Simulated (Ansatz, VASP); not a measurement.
# One calculation of Te2Se, two programs

INCAR

```
SYSTEM = Te2Se
PREC     = Accurate       ! precision mode
ENCUT    = 600            ! plane-wave cutoff, eV
EDIFF    = 1E-6           ! SCF threshold, eV
ISMEAR   = 0              ! smearing method
SIGMA    = 0.1            ! smearing width, eV
LREAL    = .False.        ! projectors in reciprocal space
LASPH    = .True.         ! aspherical terms in the spheres
NELM     = 60             ! most SCF steps
ALGO     = Normal         ! electronic algorithm
ISIF     = 3              ! what is computed and relaxed
LWAVE    = .False.        ! write WAVECAR
LCHARG   = .False.        ! write CHGCAR
GGA      = PE             ! functional
IBRION   = 2              ! ionic algorithm
NSW      = 100            ! ionic steps
EDIFFG   = -0.01          ! ionic threshold
```

KPOINTS

```
regular mesh
0
Gamma
  6 6 6
  0 0 0
```

Contents of POSCAR:

```
Te2Se
1.0
    6.2320786896      0.0000000000      0.0000000000
    0.0000000000      6.2320786896      0.0000000000
    0.0000000000      0.0000000000      6.2320786896
Te Se
4 2
Direct
    0.2500000000      0.2500000000      0.2500000000
    0.2500000000      0.7500000000      0.7500000000
    0.7500000000      0.7500000000      0.2500000000
    0.7500000000      0.2500000000      0.7500000000
    0.0000000000      0.0000000000      0.0000000000
    0.5000000000      0.5000000000      0.5000000000
```

Input for Ansatz:

```yaml
crystal:
  lattice:
    - [6.2320786896, 0.0, 0.0]
    - [0.0, 6.2320786896, 0.0]
    - [0.0, 0.0, 6.2320786896]
  atoms:
    - { symbol: Te, position: [0.25, 0.25, 0.25] }
    - { symbol: Te, position: [0.25, 0.75, 0.75] }
    - { symbol: Te, position: [0.75, 0.75, 0.25] }
    - { symbol: Te, position: [0.75, 0.25, 0.75] }
    - { symbol: Se, position: [0.0, 0.0, 0.0] }
    - { symbol: Se, position: [0.5, 0.5, 0.5] }
basis:
  ecutwfc: 420
kpoints:
  mp_grid: { grid: [6, 6, 6] }
hamiltonian:
  xc: pbe
scf:
  occupations: { method: gaussian, width: 0.1 }
output:
  forces: true
  stress: true
  eigenvalues: true
relax:
  adjacent_minimum: "off"
  f_tol: 0.01
  max_steps: 80
  cell: { stress_tol: 0.05 }
```

Alike in both runs: task relaxation of cell and atoms; functional PBE; k mesh 6 × 6 × 6; occupations gaussian, width 0.1 eV; no spin polarisation.

```csv
,VASP,Ansatz
version,VASP 6.6.1,Ansatz 0.2.0
potentials or method,"VASP PAW PBE potentials, release 64 (Te, Se), cutoff 600 eV","scalar-relativistic, plane waves, PAW"
valence electrons in the cell,36,96
```

```tsv
	VASP	Ansatz	Ansatz less VASP
gap on the k mesh at the Fermi level, each at its own relaxed structure (eV)	none	none	-
relaxed volume (Å³/atom)	40.40	40.45	+0.052
relaxed length of the cell vector where the two differ most in proportion (Å)	6.235	6.238	+0.0027
```

A gap of «none» marks a metal or a gap that the smearing closes. VASP's potentials hold 36 valence electrons a cell and Ansatz's 96, so a difference there can come from the potentials and not from the codes.

Neither program's run includes spin-orbit coupling.
